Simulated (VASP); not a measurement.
Runs of VASP 6.6.1 on LiF. Symmetry: Fm-3m, No. 225, cubic system. The conventional cell has a = 4.083 Å, b = 4.083 Å, c = 4.083 Å, α = 90.00°, β = 90.00°, γ = 90.00°. Li (site symmetry m-3m) has 6 F at 2.04 Å within 2.7 Å. F (site symmetry m-3m) has 6 Li at 2.04 Å within 2.7 Å. 

| level | potentials or basis | spin | U | fixed moment (μB) | k mesh | cutoff (eV) | smearing | gap on the mesh (eV) | pressure (GPa) |
| --- | --- | --- | --- | --- | --- | --- | --- | --- | --- |
| RPBE+U | VASP PAW PBE potentials, release 64 (Li_sv, F) | off | F p U = 2.0 eV | - | 10 × 10 × 10 | 750 | fermi-dirac 0.035 eV | (a) | (b) |
| r2SCAN | VASP PAW PBE potentials, release 64 (Li_sv, F_h) | off | - | - | 10 × 10 × 10 | 910 | gaussian 0.1 eV | 9.88 | -5.9 |
| PBE+U | VASP PAW PBE potentials, release 64 (Li_sv, F) | collinear | F p U = 7.7 eV | 1.0 | 2 × 2 × 2 | 750 | gaussian 0.1 eV | - | 27.5 |
| PBE+U | VASP PAW PBE potentials, release 64 (Li_sv, F) | off | F p U = 1.2 eV | - | 10 × 10 × 10 | 750 | tetrahedron | 8.88 | -2.0 |

Alike in all rows: task single point; cell as given.

Q: Fill in the values left out.

A: (a) 9.27; (b) 1.3.

Caveats: some runs use coarse meshes; the PAW data sets were made with another functional, which shifts forces and pressure a little (at least some runs); the cutoff is under 1.25 times the usual one of these potentials, so pressure, stress and relaxed cells hold a basis-set (Pulay) error (at least some runs); the cell stands under tension (at least some runs); the total moment is fixed, so each spin has its own Fermi level (at least some runs).

A k mesh can miss the band edges.
